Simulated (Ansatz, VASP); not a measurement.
**SnSe in VASP and in Ansatz**

File INCAR:

```
PREC     = Accurate       # precision mode
ENCUT    = 520            # plane-wave cutoff, eV
EDIFF    = 1E-6           # SCF threshold, eV
ISMEAR   = 0              # smearing method
SIGMA    = 0.05           # smearing width, eV
LREAL    = F              # projectors in reciprocal space
LASPH    = T              # aspherical terms in the spheres
NELM     = 60             # most SCF steps
ALGO     = Normal         # electronic algorithm
ISIF     = 2              # what is computed and relaxed
LWAVE    = F              # write WAVECAR
LCHARG   = T              # write CHGCAR
GGA      = PE             # functional
LELF     = T              # ELF
LVHAR    = T            
NBANDS   = 17             # bands
```

File KPOINTS:

```
regular mesh
0
Gamma
  10 10 10
```

POSCAR

```
SnSe
1.0
    0.0000000000      3.0042208000      3.0042208000
    3.0042208000      0.0000000000      3.0042208000
    3.0042208000      3.0042208000      0.0000000000
Sn Se
1 1
Direct
    0.0000000000      0.0000000000      0.0000000000
    0.5000000000      0.5000000000      0.5000000000
```

Input for Ansatz:

```yaml
crystal:
  lattice:
    - [0.0, 3.0042208, 3.0042208]
    - [3.0042208, 0.0, 3.0042208]
    - [3.0042208, 3.0042208, 0.0]
  atoms:
    - { symbol: Sn, position: [0.0, 0.0, 0.0] }
    - { symbol: Se, position: [0.5, 0.5, 0.5] }
basis:
  ecutwfc: 420
kpoints:
  mp_grid: { grid: [10, 10, 10] }
hamiltonian:
  xc: pbe
scf:
  occupations: { method: gaussian, width: 0.05 }
output:
  forces: true
  stress: true
  eigenvalues: true
```

Alike in both runs: task single point; functional PBE; k mesh 10 × 10 × 10; occupations gaussian, width 0.05 eV; no spin polarisation.

|  | VASP | Ansatz |
| --- | --- | --- |
| version | VASP 6.6.1 | Ansatz 0.2.0 |
| potentials or method | VASP PAW PBE potentials, release 64 (Sn_d, Se), cutoff 520 eV | scalar-relativistic, plane waves, PAW |
| valence electrons in the cell | 20 | 30 |

|  | VASP | Ansatz | Ansatz less VASP |
| --- | --- | --- | --- |
| gap on the k mesh at the Fermi level (eV) | 0.51 | 0.51 | 0.000 |
| least direct gap on the mesh (eV) | 0.61 | 0.61 | -0.001 |
| pressure (GPa) | 1.3 | 1.3 | +0.02 |

VASP's potentials hold 20 valence electrons a cell and Ansatz's 30, so a difference there can come from the potentials and not from the codes.
